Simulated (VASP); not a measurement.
# AlN (P6_3/mmc) in VASP: a series of runs

The runs below take AlN through single point, with PBEsol+D3(BJ).

All numbers are computed with VASP 6.6.1; they aren't measurements. Logs are shortened: lines on timing, memory, paths and dates and some standing lists are left out, and cuts for length are marked.

### 1 The cell of the first run

The structure is hexagonal, space group P6_3/mmc (No. 194). The conventional cell has a = 3.198 Å, b = 3.198 Å, c = 4.043 Å, α = 90.00°, β = 90.00°, γ = 120.00°. Within 2.5 Å of Al (site symmetry -6m2) lie 5 N at 1.85 to 2.02 Å. N (site symmetry -6m2) has 5 Al at 1.85 to 2.02 Å within 2.5 Å.

### 2 Single point, PBEsol+D3(BJ)

The input, INCAR:

```
PREC = Accurate ; ENCUT = 520
EDIFF = 1E-7 ; ISMEAR = 0
SIGMA = 0.1 ; LREAL = F
LASPH = T ; NELM = 60
ALGO = Normal ; ISIF = 2
LWAVE = F ; LCHARG = F
GGA = PS ; IVDW = 12
NBANDS = 16
```

The input, KPOINTS:

```
regular mesh
0
Gamma
  12 12 6
```

The input, POSCAR:

```
AlN
1.0
    3.1978128386      0.0000000000      0.0000000000
   -1.5989064193      2.7693865791      0.0000000000
    0.0000000000      0.0000000000      4.0430476239
Al N
2 2
Direct
    0.3333333333      0.6666666667      0.7500000000
    0.6666666667      0.3333333333      0.2500000000
    0.3333333333      0.6666666667      0.2500000000
    0.6666666667      0.3333333333      0.7500000000
```

Potentials or basis: VASP PAW PBE potentials, release 64 (Al, N).

The run is started by

```console
> cat potpaw_PBE.64/Al/POTCAR potpaw_PBE.64/N/POTCAR > POTCAR
> mpirun -np 1 vasp_std > vasp.out
```

OUTCAR:

```text
PREC = Accurate
   ENCUT = 520
   EDIFF = 1E-7
   ISMEAR = 0
   LREAL = F
   LASPH = T
   NELM = 60
   ISIF = 2
   GGA = PS
   IVDW = 12
 IVDW          = 12

 ion  position               nearest neighbor table
   1  0.333  0.667  0.750-   4 1.85   4 1.85   4 1.85   3 2.02   3 2.02   2 2.74   2 2.74   2 2.74
                             2 2.74   2 2.74   2 2.74
   2  0.667  0.333  0.250-   3 1.85   3 1.85   3 1.85   4 2.02   4 2.02   1 2.74   1 2.74   1 2.74
                             1 2.74   1 2.74   1 2.74
   3  0.333  0.667  0.250-   2 1.85   2 1.85   2 1.85   1 2.02   1 2.02
   4  0.667  0.333  0.750-   1 1.85   1 1.85   1 1.85   2 2.02   2 2.02

  LATTYP: Found a hexagonal cell.
 ALAT       =     3.1978128386
 C/A-ratio  =     1.2643165276

  Lattice vectors:

 A1 = (   3.1978128386,   0.0000000000,   0.0000000000)
 A2 = (  -1.5989064193,   2.7693865791,   0.0000000000)
 A3 = (   0.0000000000,   0.0000000000,   4.0430476239)

Analysis of symmetry for initial positions (statically):
=====================================================================
 Subroutine PRICEL returns:
 Original cell was already a primitive cell.

 Routine SETGRP: Setting up the symmetry group for a
 hexagonal supercell.

 Subroutine GETGRP returns: Found 24 space group operations
 (whereof 12 operations were pure point group operations)
 out of a pool of 24 trial point group operations.

The static configuration has the point symmetry D_3d.
 The point group associated with its full space group is D_6h.

Analysis of symmetry for dynamics (positions and initial velocities):
=====================================================================
 Subroutine PRICEL returns:
 Original cell was already a primitive cell.

 Routine SETGRP: Setting up the symmetry group for a
 hexagonal supercell.

 Subroutine GETGRP returns: Found 24 space group operations
 (whereof 12 operations were pure point group operations)
 out of a pool of 24 trial point group operations.

The dynamic configuration has the point symmetry D_3d.
 The point group associated with its full space group is D_6h.

 Subroutine INISYM returns: Found 24 space group operations
 (whereof 12 operations are pure point group operations),
 and found     1 'primitive' translations

----------------------------------------------------------------------------------------

[... 97 lines left out ...]
   LREAL  =      F    real-space projection
   EDIFFG = 0.1E-05   stopping-criterion for IOM
   NSW    =      0    number of steps for IOM
   IBRION =     -1    ionic relax: 0-MD 1-quasi-New 2-CG
   NFREE  =      0    steps in history (QN), initial steepest desc. (CG)
   ISIF   =      2    stress and relaxation
   ISYM   =      2    0-nonsym 1-usesym 2-fastsym
   POTIM  = 0.5000    time-step for ionic-motion
   TEBEG  =    0.0;   TEEND  =   0.0 temperature during run
   PSTRESS=    0.0 pullay stress
   NELECT =      16.0000    total number of electrons
   NUPDOWN=      -1.0000    fix difference up-down
   EMIN   =  10.00;   EMAX   =-10.00  energy-range for DOS
   EFERMI =   0.00;   METHOD = LEGACY
   ISMEAR =     0;   SIGMA  =   0.10  broadening in eV -4-tet -1-fermi 0-gaus
   EFERMI_NEDOS =   21; number of points for ismear=-14 and -15
   IALGO  =     38    algorithm
   IMIX   =      4    mixing-type and parameters
     AMIX     =   0.40;   BMIX     =  1.00
     AMIX_MAG =   1.60;   BMIX_MAG =  1.00
  volume/ion in A,a.u.               =       8.95        60.41
  Fermi-wavevector in a.u.,A,eV,Ry     =   1.251602  2.365185 21.313637  1.566508
  Thomas-Fermi vector in A             =   2.385542
   LORBIT       =      0    0 simple, 1 ext, 2 COOP (PROOUT), +10 PAW based schemes
   GGA     = PS    functional components
   LHFCALC =     F    Hartree Fock is set to
   AEXX    =    0.0000 exact exchange contribution
   IVDW    =    12    specifies the selected vdW correction
   LEPSILON=     F    determine dielectric tensor
   LRPA    =     F    only Hartree local field effects (RPA)
 non-spin polarized calculation
 Gauss-broadening in eV      SIGMA  =   0.10
  energy-cutoff  :      520.00
  volume of cell :       35.81
 maximum number of plane-waves:       978
 NGX is ok and might be reduce to    24
   NGX = 11   NGY = 11   NGZ = 15

 number of electron      16.0000005 magnetization

 Free energy of the ion-electron system (eV)
  ---------------------------------------------------
  ext. energy  EPLUGINS =         0.00000000
  ---------------------------------------------------
  free energy    TOTEN  =       -30.72378930 eV

  energy without entropy =      -30.72378930  energy(sigma->0) =      -30.72378930

 E-fermi :   9.5426     XC(G=0): -11.8291

 val. band max:        9.1046214484   @ k =   0.0000   0.0000   0.0000
 cond. band min:      13.0654067317   @ k =   0.0000   0.0000   0.0000
 fundamental gap:      3.9607852833
 Fermi energy:         9.5426232771

 k-point     1 :       0.0000    0.0000    0.0000
  band No.  band energies     occupation
      1      -8.5270      2.00000
      2      -4.3104      2.00000
      3       1.5062      2.00000
      4       5.5029      2.00000
      5       5.5029      2.00000
      6       7.2716      2.00000
[... 433 lines left out ...]
      3       1.9244      2.00000
      4       3.8041      2.00000
      5       4.5934      2.00000
      6       4.7060      2.00000
[... 8 lines left out ...]
     15      21.4145      0.00000
     16      22.7494      0.00000

 [... further k-points ...]

------------------------ aborting loop because EDIFF is reached ----------------------------------------

 Edisp (eV)   -1.05666

 E8    (eV) :    -0.6514

  FORCE on cell =-STRESS in cart. coord.  units (eV):
  Direction    XX          YY          ZZ          XY          YZ          ZX
  --------------------------------------------------------------------------------------
  -------------------------------------------------------------------------------------
  Total       4.50545     4.50545     3.06771     0.00000    -0.00000     0.00000
  in kB     201.60609   201.60600   137.27111     0.00000    -0.00000     0.00000
  external pressure =      180.16 kB  Pullay stress =        0.00 kB

 VOLUME and BASIS-vectors are now :
 -----------------------------------------------------------------------------
  energy-cutoff  :      520.00
  volume of cell :       35.81
      direct lattice vectors                 reciprocal lattice vectors
     3.197812839  0.000000000  0.000000000     0.312713736  0.180545397  0.000000000
    -1.598906419  2.769386579  0.000000000     0.000000000  0.361090794  0.000000000
     0.000000000  0.000000000  4.043047624     0.000000000  0.000000000  0.247338170

 POSITION                                       TOTAL-FORCE (eV/Angst)
 -----------------------------------------------------------------------------------
     -0.00000      1.84626      3.03229        -0.000000      0.000000      0.000000
      1.59891      0.92313      1.01076        -0.000000      0.000000      0.000000
     -0.00000      1.84626      1.01076         0.000000     -0.000000      0.000000
      1.59891      0.92313      3.03229        -0.000000      0.000000      0.000000
 -----------------------------------------------------------------------------------
    total drift:                                0.000000     -0.000000      0.000000

  FREE ENERGIE OF THE ION-ELECTRON SYSTEM (eV)
  ---------------------------------------------------
  free  energy   TOTEN  =       -31.7804542710 eV

  energy  without entropy=      -31.7804542710  energy(sigma->0) =      -31.78045427
```

OSZICAR:

```text
N       E                     dE             d eps       ncg     rms          rms(c)
DAV:   1     0.428543668635E+02    0.42854E+02   -0.74793E+03  2440   0.911E+02
DAV:   2    -0.320682940947E+02   -0.74923E+02   -0.68102E+02  3536   0.196E+02
DAV:   3    -0.353071637176E+02   -0.32389E+01   -0.32266E+01  2824   0.415E+01
DAV:   4    -0.353248855209E+02   -0.17722E-01   -0.17720E-01  3096   0.345E+00
DAV:   5    -0.353251023398E+02   -0.21682E-03   -0.21682E-03  2792   0.384E-01    0.120E+01
DAV:   6    -0.308239104598E+02    0.45012E+01   -0.81889E+00  3120   0.220E+01    0.428E+00
DAV:   7    -0.307649091217E+02    0.59001E-01   -0.80171E-01  2872   0.621E+00    0.297E+00
DAV:   8    -0.307311444168E+02    0.33765E-01   -0.95502E-02  2656   0.247E+00    0.750E-01
DAV:   9    -0.307235265057E+02    0.76179E-02   -0.18985E-02  3184   0.108E+00    0.251E-01
DAV:  10    -0.307238895192E+02   -0.36301E-03   -0.19392E-03  2760   0.301E-01    0.175E-01
DAV:  11    -0.307237918112E+02    0.97708E-04   -0.14269E-04  2912   0.925E-02    0.376E-02
DAV:  12    -0.307237897132E+02    0.20980E-05   -0.76252E-06  2864   0.220E-02    0.571E-03
DAV:  13    -0.307237892669E+02    0.44635E-06   -0.17726E-06  3192   0.999E-03    0.397E-03
DAV:  14    -0.307237892997E+02   -0.32827E-07   -0.12097E-07  1672   0.319E-03
   1 F= -.31780454E+02 E0= -.31780454E+02  d E =-.304203E-12
```

Run time: 24 s. Hardware: 1 thread of Intel Xeon Platinum 8375C at 2.90GHz (Ice Lake), shared host; peak memory 0.17 GiB.

What came out:

| Item | Value |
| --- | --- |
| Free energy | -31.7805 eV |
| Pressure | 18.0 GPa |
| Band gap on the k mesh | 3.96 eV, direct |
| Dispersion energy per atom | -0.264 eV |

Levels at points of the mesh, in eV from the valence-band top:
```csv
k point,band 5,band 6,band 7,band 8,band 9,band 10,band 11,band 12
"(0.00, 0.00, 0.00)",-3.60,-1.83,-1.83,0.00,3.96,5.21,8.72,8.72
"(0.50, 0.00, 0.00)",-4.91,-4.54,-3.27,-1.56,4.04,7.19,8.00,9.20
"(0.00, 0.00, 0.50)",-2.76,-2.76,-2.76,-2.76,6.22,6.22,8.82,8.82
"(0.50, 0.00, 0.50)",-3.57,-3.57,-2.00,-2.00,5.29,5.29,10.01,10.01
```

Caveat: the PAW data sets were made with another functional, which shifts forces and pressure a little. A k mesh can miss the band edges.

### 3 Single point, PBEsol+D3(BJ)

This run uses another cell than the first one, of 9.20 Å³/atom, 1.028 times its volume.

The input, INCAR:

```
  PREC = Accurate
  ENCUT = 520
  EDIFF = 1E-7
  ISMEAR = 0
  SIGMA = 0.1
  LREAL = False
  LASPH = True
  NELM = 60
  ALGO = Normal
  ISIF = 2
  LWAVE = False
  LCHARG = True
  GGA = PS
  IVDW = 12
  LELF = True
  LVHAR = True
  NBANDS = 16
```

KPOINTS is that of step 2.

The input, POSCAR:

```
AlN
1.0
    3.2271522099      0.0000000000      0.0000000000
   -1.6135761049      2.7947952147      0.0000000000
    0.0000000000      0.0000000000      4.0801418759
Al N
2 2
Direct
    0.3333333333      0.6666666667      0.7500000000
    0.6666666667      0.3333333333      0.2500000000
    0.3333333333      0.6666666667      0.2500000000
    0.6666666667      0.3333333333      0.7500000000
```

Potentials or basis: VASP PAW PBE potentials, release 64 (Al, N).

The run is started by

```console
> cat potpaw_PBE.64/Al/POTCAR potpaw_PBE.64/N/POTCAR > POTCAR
> mpirun -np 1 vasp_std > vasp.out
```

OUTCAR:

```text
PREC = Accurate
   ENCUT = 520
   EDIFF = 1E-7
   ISMEAR = 0
   LREAL = False
   LASPH = True
   NELM = 60
   ISIF = 2
   GGA = PS
   IVDW = 12
 IVDW          = 12

 ion  position               nearest neighbor table
   1  0.333  0.667  0.750-   4 1.86   4 1.86   4 1.86   3 2.04   3 2.04   2 2.76   2 2.76   2 2.76
                             2 2.76   2 2.76   2 2.76
   2  0.667  0.333  0.250-   3 1.86   3 1.86   3 1.86   4 2.04   4 2.04   1 2.76   1 2.76   1 2.76
                             1 2.76   1 2.76   1 2.76
   3  0.333  0.667  0.250-   2 1.86   2 1.86   2 1.86   1 2.04   1 2.04
[... 665 lines left out ...]
  --------------------------------------------------------------------------------------
  -------------------------------------------------------------------------------------
  Total       2.75629     2.75629     1.65209     0.00000    -0.00000    -0.00000
  in kB     120.00280   120.00275    71.92837     0.00000    -0.00000    -0.00000
  external pressure =      103.98 kB  Pullay stress =        0.00 kB

 VOLUME and BASIS-vectors are now :
 -----------------------------------------------------------------------------
  energy-cutoff  :      520.00
  volume of cell :       36.80
      direct lattice vectors                 reciprocal lattice vectors
     3.227152210  0.000000000  0.000000000     0.309870727  0.178903985  0.000000000
    -1.613576105  2.794795215  0.000000000     0.000000000  0.357807969  0.000000000
     0.000000000  0.000000000  4.080141876     0.000000000  0.000000000  0.245089517

 POSITION                                       TOTAL-FORCE (eV/Angst)
 -----------------------------------------------------------------------------------
     -0.00000      1.86320      3.06011         0.000000      0.000000      0.000000
      1.61358      0.93160      1.02004         0.000000      0.000000      0.000000
     -0.00000      1.86320      1.02004        -0.000000      0.000000      0.000000
      1.61358      0.93160      3.06011         0.000000     -0.000000      0.000000
 -----------------------------------------------------------------------------------
    total drift:                               -0.000000     -0.000000     -0.000000

  FREE ENERGIE OF THE ION-ELECTRON SYSTEM (eV)
  ---------------------------------------------------
  free  energy   TOTEN  =       -31.8688027826 eV

  energy  without entropy=      -31.8688027826  energy(sigma->0) =      -31.86880278
```

OSZICAR:

```text
N       E                     dE             d eps       ncg     rms          rms(c)
DAV:   1     0.415047657049E+02    0.41505E+02   -0.74970E+03  2432   0.909E+02
DAV:   2    -0.321601174232E+02   -0.73665E+02   -0.67316E+02  3528   0.195E+02
DAV:   3    -0.353094744462E+02   -0.31494E+01   -0.31380E+01  2896   0.408E+01
DAV:   4    -0.353272482910E+02   -0.17774E-01   -0.17772E-01  3008   0.342E+00
DAV:   5    -0.353274649742E+02   -0.21668E-03   -0.21668E-03  2832   0.383E-01    0.118E+01
DAV:   6    -0.309316671788E+02    0.43958E+01   -0.81671E+00  3120   0.218E+01    0.417E+00
DAV:   7    -0.308819432410E+02    0.49724E-01   -0.75540E-01  2840   0.602E+00    0.292E+00
DAV:   8    -0.308482195883E+02    0.33724E-01   -0.95831E-02  2624   0.249E+00    0.778E-01
DAV:   9    -0.308405622108E+02    0.76574E-02   -0.18840E-02  3184   0.108E+00    0.255E-01
DAV:  10    -0.308409245041E+02   -0.36229E-03   -0.19652E-03  2760   0.303E-01    0.175E-01
DAV:  11    -0.308408295485E+02    0.94956E-04   -0.13595E-04  2880   0.900E-02    0.388E-02
DAV:  12    -0.308408276508E+02    0.18977E-05   -0.74590E-06  2896   0.217E-02    0.595E-03
DAV:  13    -0.308408273302E+02    0.32061E-06   -0.19027E-06  3176   0.103E-02    0.400E-03
DAV:  14    -0.308408273779E+02   -0.47662E-07   -0.13422E-07  1712   0.335E-03
   1 F= -.31868803E+02 E0= -.31868803E+02  d E =-.124084E-13
```

Wall time 24 s (1 thread of Intel Xeon Platinum 8375C at 2.90GHz (Ice Lake), shared host); peak memory 0.18 GiB.

What came out:

```
Free energy                : -31.8688 eV
Pressure                   : 10.4 GPa
Band gap on the k mesh     : 3.76 eV, direct
Dispersion energy per atom : -0.257 eV
```

Stress tensor (GPa, compression positive):
```
12.00  0.00  0.00
 0.00 12.00  0.00
 0.00  0.00  7.19
```

Levels at points of the mesh, in eV from the valence-band top:
| k point | band 4 | band 5 | band 6 | band 7 | band 8 | band 9 | band 10 | band 11 | band 12 | band 13 |
| --- | --- | --- | --- | --- | --- | --- | --- | --- | --- | --- |
| (0.00, 0.00, 0.00) | -3.52 | -3.52 | -1.77 | -1.77 | 0.00 | 3.76 | 4.98 | 8.56 | 8.56 | 11.80 |
| (0.50, 0.00, 0.00) | -5.12 | -4.81 | -4.49 | -3.18 | -1.53 | 3.97 | 7.16 | 7.74 | 9.17 | 10.06 |
| (0.00, 0.00, 0.50) | -3.87 | -2.69 | -2.69 | -2.69 | -2.69 | 6.05 | 6.05 | 8.69 | 8.69 | 8.69 |
| (0.50, 0.00, 0.50) | -7.72 | -3.49 | -3.49 | -1.93 | -1.93 | 5.20 | 5.20 | 9.78 | 9.78 | 12.34 |

Caveat: the PAW data sets were made with another functional, which shifts forces and pressure a little. As with any semilocal functional, this PBEsol gap is likely too small.

[end of part 1 of 2]
